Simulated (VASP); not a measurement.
Here is a VASP 6.6.1 calculation.

The input INCAR:

```
SYSTEM = BAs
PREC = Accurate
ENCUT = 520
EDIFF = 1E-8
ISMEAR = 0
SIGMA = 0.01
LREAL = .False.
LASPH = .True.
NELM = 80
ALGO = Normal
ISIF = 2
LWAVE = .False.
LCHARG = .False.
GGA = PS
NBANDS = 11
IBRION = 8
NSW = 1
LEPSILON = .True.
```

File KPOINTS:

```
Automatic mesh
0
Gamma
  10 10 10
  0 0 0
```

POSCAR

```
BAs
1.0
    0.0000000000      2.3997260280      2.3997260280
    2.3997260280      0.0000000000      2.3997260280
    2.3997260280      2.3997260280      0.0000000000
B As
1 1
Direct
    0.0000000000      0.0000000000      0.0000000000
    0.7500000000      0.7500000000      0.7500000000
```

Potentials or basis: VASP PAW PBE potentials, release 64 (B, As).

The run is started by

```sh
$ cat potpaw_PBE.64/B/POTCAR potpaw_PBE.64/As/POTCAR > POTCAR
$ mpirun -np 1 vasp_std > vasp.out
```

Q: What does it give for the electronic dielectric tensor (diagonal)?

A: 10.07.

Q: Predict the Born charges (mean of the diagonal).

A: B -0.46; As +0.46 e.

Q: Estimate the highest phonon frequency at Γ, LO-TO splitting left out.

A: 682 cm⁻¹.

Born effective charge tensors (e):
atom 1, B
```
-0.46  0.00  0.00
 0.00 -0.46  0.00
 0.00  0.00 -0.46
```
atom 2, As
```
0.46 0.00 0.00
0.00 0.46 0.00
0.00 0.00 0.46
```

Caveat: the cell differs from its parent crystal (phonons at volume x 1.02); the cell wasn't relaxed at this level first, which shifts response properties.
